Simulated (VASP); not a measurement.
# P (Cmce) in VASP: single point with PBE

Aim: the single point of P with PBE.

Program: VASP 6.6.1. These are calculated values, not measurements. Logs are shortened: lines on timing, memory, paths and dates and some standing lists are left out, and cuts for length are marked.

### 1 The cell of the first run

The structure is orthorhombic, space group Cmce (No. 64). The conventional cell has a = 3.310 Å, b = 10.500 Å, c = 4.380 Å, α = 90.00°, β = 90.00°, γ = 90.00°. P (site symmetry m) has 3 P at 2.17 to 2.20 Å within 2.9 Å.

### 2 Single point, PBE

The input, INCAR:

```
ALGO = Normal
EDIFF = 1E-6
ENCUT = 520
GGA = PE
ISIF = 2
ISMEAR = -1
LASPH = T
LCHARG = F
LREAL = F
LWAVE = F
NBANDS = 18
NELM = 60
PREC = Accurate
SIGMA = 0.05
```

The input, KPOINTS:

```
k-points
0
Gamma
  13 13 9
```

The input, POSCAR:

```
P
1.0
    1.6550000000     -5.2500000000      0.0000000000
    1.6550000000      5.2500000000      0.0000000000
    0.0000000000      0.0000000000      4.3800000000
P
4
Direct
    0.0980000000      0.9020000000      0.9100000000
    0.5980000000      0.4020000000      0.5900000000
    0.9020000000      0.0980000000      0.0900000000
    0.4020000000      0.5980000000      0.4100000000
```

Potentials or basis: VASP PAW PBE potentials, release 64 (P).

The run is started by

```console
cat potpaw_PBE.64/P/POTCAR > POTCAR
mpirun -np 1 vasp_std > vasp.out
```

OUTCAR:

```text
EDIFF = 1E-6
   ENCUT = 520
   GGA = PE
   ISIF = 2
   ISMEAR = -1
   LASPH = T
   LREAL = F
   NELM = 60
   PREC = Accurate

 ion  position               nearest neighbor table
   1  0.098  0.902  0.910-   2 2.17   2 2.17   3 2.20
   2  0.598  0.402  0.590-   1 2.17   1 2.17   4 2.20
   3  0.902  0.098  0.090-   4 2.17   4 2.17   1 2.20
   4  0.402  0.598  0.410-   3 2.17   3 2.17   2 2.20

  LATTYP: Found a base centered orthorhombic cell.
 ALAT       =     3.3100000000
 B/A-ratio  =     3.1722054381
 C/A-ratio  =     1.3232628399

  Lattice vectors:

 A1 = (   1.6550000000,  -5.2500000000,   0.0000000000)
 A2 = (   1.6550000000,   5.2500000000,   0.0000000000)
 A3 = (   0.0000000000,   0.0000000000,   4.3800000000)

Analysis of symmetry for initial positions (statically):
=====================================================================
 Subroutine PRICEL returns:
 Original cell was already a primitive cell.

 Routine SETGRP: Setting up the symmetry group for a
 base centered orthorhombic supercell.

 Subroutine GETGRP returns: Found  8 space group operations
 (whereof  4 operations were pure point group operations)
 out of a pool of  8 trial point group operations.

The static configuration has the point symmetry C_2h.
 The point group associated with its full space group is D_2h.

Analysis of symmetry for dynamics (positions and initial velocities):
=====================================================================
 Subroutine PRICEL returns:
 Original cell was already a primitive cell.

 Routine SETGRP: Setting up the symmetry group for a
 base centered orthorhombic supercell.

 Subroutine GETGRP returns: Found  8 space group operations
 (whereof  4 operations were pure point group operations)
 out of a pool of  8 trial point group operations.

The dynamic configuration has the point symmetry C_2h.
 The point group associated with its full space group is D_2h.

 Subroutine INISYM returns: Found  8 space group operations
 (whereof  4 operations are pure point group operations),
 and found     1 'primitive' translations

----------------------------------------------------------------------------------------

                                     Primitive cell

  volume of cell :      76.1135

  direct lattice vectors                    reciprocal lattice vectors
     1.655000000 -5.250000000  0.000000000     0.302114804 -0.095238095  0.000000000
     1.655000000  5.250000000  0.000000000     0.302114804  0.095238095  0.000000000
     0.000000000  0.000000000  4.380000000     0.000000000  0.000000000  0.228310502

  length of vectors
     5.504682098  5.504682098  4.380000000     0.316770657  0.316770657  0.228310502

  position of ions in fractional coordinates (direct lattice)
     0.098000000  0.902000000  0.910000000
     0.598000000  0.402000000  0.590000000
     0.902000000  0.098000000  0.090000000
     0.402000000  0.598000000  0.410000000

  ion indices of the primitive-cell ions
   primitive index   ion index
                 1           1
                 2           2
                 3           3
                 4           4

----------------------------------------------------------------------------------------

 KPOINTS: k-points

Automatic generation of k-mesh.
 Grid dimensions read from file:
 generate k-points for:   13   13    9

 Generating k-lattice:

  Cartesian coordinates                     Fractional coordinates (reciprocal lattice)
     0.023239600 -0.007326007  0.000000000     0.076923077  0.000000000  0.000000000
     0.023239600  0.007326007  0.000000000     0.000000000  0.076923077  0.000000000
     0.000000000  0.000000000  0.025367834     0.000000000  0.000000000  0.111111111

  Length of vectors
     0.024366974  0.024366974  0.025367834

  Shift w.r.t. Gamma in fractional coordinates (k-lattice)
     0.000000000  0.000000000  0.000000000

 Subroutine IBZKPT returns following result:
 ===========================================

 Found    245 irreducible k-points:

 Following reciprocal coordinates:
            Coordinates               Weight
  0.000000  0.000000  0.000000      1.000000
  0.076923  0.000000  0.000000      4.000000
  0.153846 -0.000000  0.000000      4.000000
  0.230769 -0.000000  0.000000      4.000000
  0.307692 -0.000000  0.000000      4.000000
  0.384615  0.000000  0.000000      4.000000
[... 16 lines left out ...]
  0.384615  0.153846  0.000000      4.000000
  0.461538  0.153846  0.000000      4.000000
 [... further k-points ...]
   k-points           NKPTS =    245   k-points in BZ     NKDIM =    245   number of bands    NBANDS=     18
   number of dos      NEDOS =    301   number of ions     NIONS =      4
   total plane-waves  NPLWV =  63504
   dimension x,y,z NGX =    42 NGY =   42 NGZ =   36
   dimension x,y,z NGXF=    84 NGYF=   84 NGZF=   72
   ions per type =               4
   NGX,Y,Z   is equivalent  to a cutoff of  12.68, 12.68, 13.66 a.u.
   NGXF,Y,Z  is equivalent  to a cutoff of  25.37, 25.37, 27.33 a.u.
 SYSTEM =  unknown system
   PREC   = accura    normal or accurate (medium, high low for compatibility)
   ISTART =      0    job   : 0-new  1-cont  2-samecut
   ICHARG =      2    charge: 1-file 2-atom 10-const
   ISPIN  =      1    spin polarized calculation?
   LNONCOLLINEAR =      F non collinear calculations
   LSORBIT =      F    spin-orbit coupling
   LASPH  =      T    aspherical Exc in radial PAW
   ENCUT  =  520.0 eV  38.22 Ry    6.18 a.u.  10.24 10.24  8.14*2*pi/ulx,y,z
   NELM   =     60;   NELMIN=  2; NELMDL= -5     # of ELM steps
   EDIFF  = 0.1E-05   stopping-criterion for ELM
   LREAL  =      F    real-space projection
   EDIFFG = 0.1E-04   stopping-criterion for IOM
   NSW    =      0    number of steps for IOM
   IBRION =     -1    ionic relax: 0-MD 1-quasi-New 2-CG
   NFREE  =      0    steps in history (QN), initial steepest desc. (CG)
   ISIF   =      2    stress and relaxation
   ISYM   =      2    0-nonsym 1-usesym 2-fastsym
   POTIM  = 0.5000    time-step for ionic-motion
   TEBEG  =    0.0;   TEEND  =   0.0 temperature during run
   PSTRESS=    0.0 pullay stress
   NELECT =      20.0000    total number of electrons
   NUPDOWN=      -1.0000    fix difference up-down
   EMIN   =  10.00;   EMAX   =-10.00  energy-range for DOS
   EFERMI =   0.00;   METHOD = LEGACY
   ISMEAR =    -1;   SIGMA  =   0.05  broadening in eV -4-tet -1-fermi 0-gaus
   EFERMI_NEDOS =   21; number of points for ismear=-14 and -15
   IALGO  =     38    algorithm
   IMIX   =      4    mixing-type and parameters
     AMIX     =   0.40;   BMIX     =  1.00
     AMIX_MAG =   1.60;   BMIX_MAG =  1.00
  volume/ion in A,a.u.               =      19.03       128.41
  Fermi-wavevector in a.u.,A,eV,Ry     =   1.048571  1.981511 14.959611  1.099500
  Thomas-Fermi vector in A             =   2.183498
   LORBIT       =      0    0 simple, 1 ext, 2 COOP (PROOUT), +10 PAW based schemes
   GGA     = PE    functional components
   LHFCALC =     F    Hartree Fock is set to
   AEXX    =    0.0000 exact exchange contribution
   IVDW    =     0    specifies the selected vdW correction
   LEPSILON=     F    determine dielectric tensor
   LRPA    =     F    only Hartree local field effects (RPA)
 non-spin polarized calculation
  energy-cutoff  :      520.00
  volume of cell :       76.11
 maximum number of plane-waves:      2076
 NGX is ok and might be reduce to    42
   NGX = 21   NGY = 21   NGZ = 17

 number of electron      20.0000000 magnetization

 Free energy of the ion-electron system (eV)
  ---------------------------------------------------
  ext. energy  EPLUGINS =         0.00000000
  ---------------------------------------------------
  free energy    TOTEN  =       -21.35899383 eV

  energy without entropy =      -21.35836970  energy(sigma->0) =      -21.35868177

 E-fermi :   6.8192     XC(G=0):  -9.7764

 val. band max:        6.7981810725   @ k =   0.4615   0.4615   0.0000
 cond. band min:       6.8981164092   @ k =  -0.4615   0.4615   0.0000
 fundamental gap:      0.0999353368
 Fermi energy:         6.8191798775

 k-point     1 :       0.0000    0.0000    0.0000
  band No.  band energies     occupation
      1      -9.6092      2.00000
      2      -6.5712      2.00000
      3      -3.1417      2.00000
      4      -0.4772      2.00000
      5       1.6499      2.00000
      6       2.0449      2.00000
[... 10 lines left out ...]
     17      13.7271      0.00000
     18      13.9668      0.00000

 k-point     2 :       0.0769    0.0000    0.0000
  band No.  band energies     occupation
      1      -9.5359      2.00000
      2      -6.5046      2.00000
      3      -3.1861      2.00000
      4      -0.4096      2.00000
      5       1.6596      2.00000
      6       1.7067      2.00000
[... 10 lines left out ...]
     17      13.0938      0.00000
     18      13.8589      0.00000

 k-point     3 :       0.1538   -0.0000    0.0000
  band No.  band energies     occupation
      1      -9.3166      2.00000
      2      -6.3049      2.00000
      3      -3.3665      2.00000
      4      -0.2111      2.00000
      5       0.9180      2.00000
      6       1.0949      2.00000
[... 10 lines left out ...]
     17      11.8752      0.00000
     18      13.8460      0.00000

 k-point     4 :       0.2308   -0.0000    0.0000
  band No.  band energies     occupation
      1      -8.9541      2.00000
      2      -5.9716      2.00000
      3      -3.7897      2.00000
      4      -0.0840      2.00000
      5       0.1034      2.00000
      6       0.4648      2.00000
[... 375 lines left out ...]
      4      -3.4635      2.00000
      5       0.8348      2.00000
      6       0.8988      2.00000
[... 10 lines left out ...]
     17      12.9633      0.00000
     18      13.8870      0.00000

 k-point    23 :       0.3846    0.1538    0.0000
  band No.  band energies     occupation
      1      -7.0040      2.00000
      2      -6.2951      2.00000
      3      -4.3543      2.00000
      4      -3.1290      2.00000
      5       0.7719      2.00000
      6       1.1102      2.00000
[... 10 lines left out ...]
     17      13.2809      0.00000
     18      13.2986      0.00000

 k-point    24 :       0.4615    0.1538    0.0000
  band No.  band energies     occupation
      1      -7.7442      2.00000
      2      -5.3993      2.00000
      3      -5.1035      2.00000
      4      -2.1444      2.00000
      5       0.5022      2.00000
      6       1.0965      2.00000
[... 10 lines left out ...]
     17      13.1444      0.00000
     18      13.3564      0.00000

 [... further k-points ...]

------------------------ aborting loop because EDIFF is reached ----------------------------------------

  FORCE on cell =-STRESS in cart. coord.  units (eV):
  Direction    XX          YY          ZZ          XY          YZ          ZX
  --------------------------------------------------------------------------------------
  -------------------------------------------------------------------------------------
  Total        2.0132125      2.8700304      3.5376054      0.0000000      0.0000000      0.0000000
  in kB       42.3778370     60.4137339     74.4660915      0.0000000      0.0000000      0.0000000
  external PRESSURE =      59.0858875 kB  Pullay stress =       0.0000000 kB

 VOLUME and BASIS-vectors are now :
 -----------------------------------------------------------------------------
  energy-cutoff  :      520.00
  volume of cell :       76.11
      direct lattice vectors                 reciprocal lattice vectors
     1.655000000 -5.250000000  0.000000000     0.302114804 -0.095238095  0.000000000
     1.655000000  5.250000000  0.000000000     0.302114804  0.095238095  0.000000000
     0.000000000  0.000000000  4.380000000     0.000000000  0.000000000  0.228310502

 POSITION                                       TOTAL-FORCE (eV/Angst)
 -----------------------------------------------------------------------------------
      1.65500      4.22100      3.98580         0.000000     -0.501476      0.820765
      1.65500     -1.02900      2.58420         0.000000     -0.501476     -0.820765
      1.65500     -4.22100      0.39420         0.000000      0.501476     -0.820765
      1.65500      1.02900      1.79580         0.000000      0.501476      0.820765
 -----------------------------------------------------------------------------------
    total drift:                               -0.000000     -0.000000     -0.000000

  FREE ENERGIE OF THE ION-ELECTRON SYSTEM (eV)
  ---------------------------------------------------
  free  energy   TOTEN  =       -21.3589938297 eV

  energy  without entropy=      -21.3583697007  energy(sigma->0) =      -21.35868177
```

Wall time 3.7 min (1 thread of Intel Xeon 6975P-C, shared host); peak memory 0.39 GiB.

Results:

```yaml
Free_energy: -21.3590 eV
Pressure: 5.9 GPa
Largest_force: 0.962 eV/Å
Band_gap_on_the_k_mesh: 0.10 eV (least direct gap 0.11 eV)
```

Forces on the atoms (eV/Å):
```
P    0.000 -0.501  0.821
P    0.000 -0.501 -0.821
P    0.000  0.501 -0.821
P    0.000  0.501  0.821
```

Caveat: the cell stands under pressure. A k mesh can miss the band edges.
